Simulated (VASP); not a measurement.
# TaTlO3 (Amm2) in VASP: single point with LDA

Aim: the single point of TaTlO3 with LDA.

Everything below comes from runs of VASP 6.6.1. Logs are shortened: lines on timing, memory, paths and dates and some standing lists are left out, and cuts for length are marked.

## 1. The cell of the first run

It takes space group Amm2 (No. 38, orthorhombic). The conventional cell has a = 4.083 Å, b = 5.774 Å, c = 5.774 Å, α = 90.00°, β = 90.00°, γ = 90.00°. Ta (site symmetry mm2) has 6 O at 1.94 to 2.15 Å within 2.6 Å. Within 3.8 Å of Tl (site symmetry mm2) lie 12 O at 2.89 Å and 8 Ta at 3.41 to 3.66 Å. O (site symmetry mm2) has 2 Ta at 2.05 Å within 2.7 Å. Within 2.6 Å of O (site symmetry m) lie 2 Ta at 1.94 to 2.15 Å.

## 2. Single point, LDA (all Ta atoms moved -0.150 Å, as atom 1 along Cartesian [1 -1 0])

The input, INCAR:

```
PREC = Accurate
ENCUT = 700
EDIFF = 1E-6
ISMEAR = 0
SIGMA = 0.05
LREAL = False
LASPH = True
NELM = 120
ALGO = Normal
ISIF = 2
LWAVE = False
LCHARG = True
GGA = CA
LELF = True
LVHAR = True
NBANDS = 30
GGA_COMPAT = False
```

The input, KPOINTS:

```
Automatic mesh
0
Gamma
  8 8 8
```

The input, POSCAR:

```
TaTlO3
1.0
    4.0828480000      0.0000000000      0.0000000000
    0.0000000000      4.0828480000      0.0000000000
    0.0000000000      0.0000000000      4.0828480000
Ta Tl O
1 1 3
Direct
    0.4740215611      0.5259784389      0.5000000000
    0.0000000000      0.0000000000      0.0000000000
    0.5000000000      0.5000000000      0.0000000000
    0.5000000000      0.0000000000      0.5000000000
    0.0000000000      0.5000000000      0.5000000000
```

Potentials or basis: VASP PAW LDA potentials, release 64 (Ta_sv_GW, Tl_d, O).

Command:

```sh
$ cat potpaw_LDA.64/Ta_sv_GW/POTCAR potpaw_LDA.64/Tl_d/POTCAR potpaw_LDA.64/O/POTCAR > POTCAR
$ mpirun -np 1 vasp_std > vasp.out
```

OUTCAR:

```text
PREC = Accurate
   ENCUT = 700
   EDIFF = 1E-6
   ISMEAR = 0
   LREAL = False
   LASPH = True
   NELM = 120
   ISIF = 2
   GGA = CA

 ion  position               nearest neighbor table
   1  0.474  0.526  0.500-   4 1.94   5 1.94   3 2.05   3 2.05   5 2.15   4 2.15   2 3.41   2 3.41
                             2 3.54   2 3.54   2 3.54   2 3.54   2 3.66   2 3.66
   2  0.000  0.000  0.000-   3 2.89   4 2.89   5 2.89   4 2.89   5 2.89   3 2.89   5 2.89   5 2.89
                             3 2.89   4 2.89   4 2.89   3 2.89   1 3.41   1 3.41   1 3.54   1 3.54
   3  0.500  0.500  0.000-   1 2.05   1 2.05   2 2.89   2 2.89   2 2.89   2 2.89
   4  0.500  0.000  0.500-   1 1.94   1 2.15   2 2.89   2 2.89   2 2.89   2 2.89
   5  0.000  0.500  0.500-   1 1.94   1 2.15   2 2.89   2 2.89   2 2.89   2 2.89

  LATTYP: Found a simple cubic cell.
 ALAT       =     4.0828480000

  Lattice vectors:

 A1 = (   4.0828480000,   0.0000000000,   0.0000000000)
 A2 = (   0.0000000000,   4.0828480000,   0.0000000000)
 A3 = (   0.0000000000,   0.0000000000,   4.0828480000)

Analysis of symmetry for initial positions (statically):
=====================================================================
 Subroutine PRICEL returns:
 Original cell was already a primitive cell.

 Routine SETGRP: Setting up the symmetry group for a
 simple cubic supercell.

 Subroutine GETGRP returns: Found  4 space group operations
 (whereof  4 operations were pure point group operations)
 out of a pool of 48 trial point group operations.

The static configuration has the point symmetry C_2v.

Analysis of symmetry for dynamics (positions and initial velocities):
=====================================================================
 Subroutine PRICEL returns:
 Original cell was already a primitive cell.

 Routine SETGRP: Setting up the symmetry group for a
 simple cubic supercell.

 Subroutine GETGRP returns: Found  4 space group operations
 (whereof  4 operations were pure point group operations)
 out of a pool of 48 trial point group operations.

The dynamic configuration has the point symmetry C_2v.

 Subroutine INISYM returns: Found  4 space group operations
 (whereof  4 operations are pure point group operations),
 and found     1 'primitive' translations

----------------------------------------------------------------------------------------
[... 92 lines left out ...]
   ICHARG =      2    charge: 1-file 2-atom 10-const
   ISPIN  =      1    spin polarized calculation?
   LNONCOLLINEAR =      F non collinear calculations
   LSORBIT =      F    spin-orbit coupling
   LASPH  =      T    aspherical Exc in radial PAW
   ENCUT  =  700.0 eV  51.45 Ry    7.17 a.u.   8.81  8.81  8.81*2*pi/ulx,y,z
   NELM   =    120;   NELMIN=  2; NELMDL= -5     # of ELM steps
   EDIFF  = 0.1E-05   stopping-criterion for ELM
   LREAL  =      F    real-space projection
   EDIFFG = 0.1E-04   stopping-criterion for IOM
   NSW    =      0    number of steps for IOM
   IBRION =     -1    ionic relax: 0-MD 1-quasi-New 2-CG
   NFREE  =      0    steps in history (QN), initial steepest desc. (CG)
   ISIF   =      2    stress and relaxation
   ISYM   =      2    0-nonsym 1-usesym 2-fastsym
   POTIM  = 0.5000    time-step for ionic-motion
   TEBEG  =    0.0;   TEEND  =   0.0 temperature during run
   PSTRESS=    0.0 pullay stress
   NELECT =      44.0000    total number of electrons
   NUPDOWN=      -1.0000    fix difference up-down
   EMIN   =  10.00;   EMAX   =-10.00  energy-range for DOS
   EFERMI =   0.00;   METHOD = LEGACY
   ISMEAR =     0;   SIGMA  =   0.05  broadening in eV -4-tet -1-fermi 0-gaus
   EFERMI_NEDOS =   21; number of points for ismear=-14 and -15
   IALGO  =     38    algorithm
   IMIX   =      4    mixing-type and parameters
     AMIX     =   0.40;   BMIX     =  1.00
     AMIX_MAG =   1.60;   BMIX_MAG =  1.00
  volume/ion in A,a.u.               =      13.61        91.86
  Fermi-wavevector in a.u.,A,eV,Ry     =   1.415563  2.675026 27.263604  2.003818
  Thomas-Fermi vector in A             =   2.536988
   LORBIT       =      0    0 simple, 1 ext, 2 COOP (PROOUT), +10 PAW based schemes
   GGA     = CA    functional components
   LHFCALC =     F    Hartree Fock is set to
   AEXX    =    0.0000 exact exchange contribution
   IVDW    =     0    specifies the selected vdW correction
   LEPSILON=     F    determine dielectric tensor
   LRPA    =     F    only Hartree local field effects (RPA)
 non-spin polarized calculation
 Gauss-broadening in eV      SIGMA  =   0.05
  energy-cutoff  :      700.00
  volume of cell :       68.06
 maximum number of plane-waves:      2897
   NGX = 17   NGY = 17   NGZ = 17

 number of electron      43.9999990 magnetization

 Free energy of the ion-electron system (eV)
  ---------------------------------------------------
  ext. energy  EPLUGINS =         0.00000000
  ---------------------------------------------------
  free energy    TOTEN  =       -46.51361156 eV

  energy without entropy =      -46.51361156  energy(sigma->0) =      -46.51361156

 E-fermi :   6.1856     XC(G=0): -11.8510

 val. band max:        5.9038115183   @ k =   0.5000   0.0000   0.0000
 cond. band min:       6.8288259453   @ k =   0.0000   0.0000   0.0000
 fundamental gap:      0.9250144270
 Fermi energy:         6.1856100770

 k-point     1 :       0.0000    0.0000    0.0000
  band No.  band energies     occupation
      1     -62.8459      2.00000
      2     -29.5117      2.00000
      3     -29.5071      2.00000
      4     -29.4707      2.00000
      5     -12.6617      2.00000
      6     -11.8174      2.00000
[... 781 lines left out ...]
     29      12.9065      0.00000
     30      13.5834      0.00000

 [... further k-points ...]
[... 5 lines left out ...]
  --------------------------------------------------------------------------------------
  -------------------------------------------------------------------------------------
  Total       -3.7605118     -3.7605118     -4.8339190     -0.1406352      0.0000000      0.0000000
  in kB      -88.5254007    -88.5254007   -113.7942504     -3.3106628      0.0000000      0.0000000
  external PRESSURE =     -96.9483506 kB  Pullay stress =       0.0000000 kB

 VOLUME and BASIS-vectors are now :
 -----------------------------------------------------------------------------
  energy-cutoff  :      700.00
  volume of cell :       68.06
      direct lattice vectors                 reciprocal lattice vectors
     4.082848000  0.000000000  0.000000000     0.244927071  0.000000000  0.000000000
     0.000000000  4.082848000  0.000000000     0.000000000  0.244927071  0.000000000
     0.000000000  0.000000000  4.082848000     0.000000000  0.000000000  0.244927071

 POSITION                                       TOTAL-FORCE (eV/Angst)
 -----------------------------------------------------------------------------------
      1.93536      2.14749      2.04142         0.104199     -0.104199      0.000000
      0.00000      0.00000      0.00000        -0.244378      0.244378      0.000000
      2.04142      2.04142      0.00000        -0.075388      0.075388      0.000000
      2.04142      0.00000      2.04142        -0.075981     -0.291548      0.000000
      0.00000      2.04142      2.04142         0.291548      0.075981      0.000000
 -----------------------------------------------------------------------------------
    total drift:                               -0.000155      0.000155     -0.000000

  FREE ENERGIE OF THE ION-ELECTRON SYSTEM (eV)
  ---------------------------------------------------
  free  energy   TOTEN  =       -46.5136115595 eV

  energy  without entropy=      -46.5136115595  energy(sigma->0) =      -46.51361156
```

Run time: 4.6 min. Hardware: 1 thread of Intel Xeon Platinum 8375C at 2.90GHz (Ice Lake), shared host; peak memory 0.44 GiB.

What came out:

```yaml
Free_energy: -46.5136 eV
Pressure: -9.7 GPa
Largest_force: 0.346 eV/Å
Band_gap_on_the_k_mesh: 0.93 eV (least direct gap 0.98 eV)
```

Forces in eV/Å, atoms in the order of the input:
```
Ta   0.104 -0.104  0.000
Tl  -0.244  0.244  0.000
O   -0.075  0.075  0.000
O   -0.076 -0.292  0.000
O    0.292  0.076  0.000
```

Stress tensor (GPa, compression positive):
```
 -8.85  -0.33   0.00
 -0.33  -8.85   0.00
  0.00   0.00 -11.38
```

Levels at points of the mesh, in eV from the valence-band top:
| k point | band 19 | band 20 | band 21 | band 22 | band 23 | band 24 | band 25 | band 26 |
| --- | --- | --- | --- | --- | --- | --- | --- | --- |
| (0.00, 0.00, 0.00) | -2.51 | -2.48 | -2.39 | -2.31 | 0.92 | 1.07 | 1.23 | 4.82 |
| (0.50, 0.00, 0.00) | -2.52 | -2.34 | -2.14 | 0.00 | 0.98 | 3.05 | 3.23 | 3.29 |
| (0.00, 0.00, 0.50) | -2.55 | -2.52 | -2.31 | -0.04 | 1.21 | 3.03 | 3.09 | 3.25 |
| (0.50, 0.50, 0.00) | -3.44 | -2.97 | -1.47 | -0.92 | 3.25 | 3.31 | 4.36 | 5.06 |
| (0.00, 0.50, 0.50) | -3.35 | -3.06 | -1.40 | -0.88 | 3.20 | 3.34 | 4.34 | 4.99 |
| (0.50, 0.50, 0.50) | -3.26 | -1.53 | -1.45 | -1.44 | 4.34 | 4.38 | 4.42 | 6.61 |

Caveat: the cell differs from its parent crystal (all Ta atoms moved -0.150 Å, as atom 1 along Cartesian [1 -1 0]); the cell stands under tension; spin-orbit coupling is left out, which moves the levels of the heavy elements. A k mesh can miss the band edges.
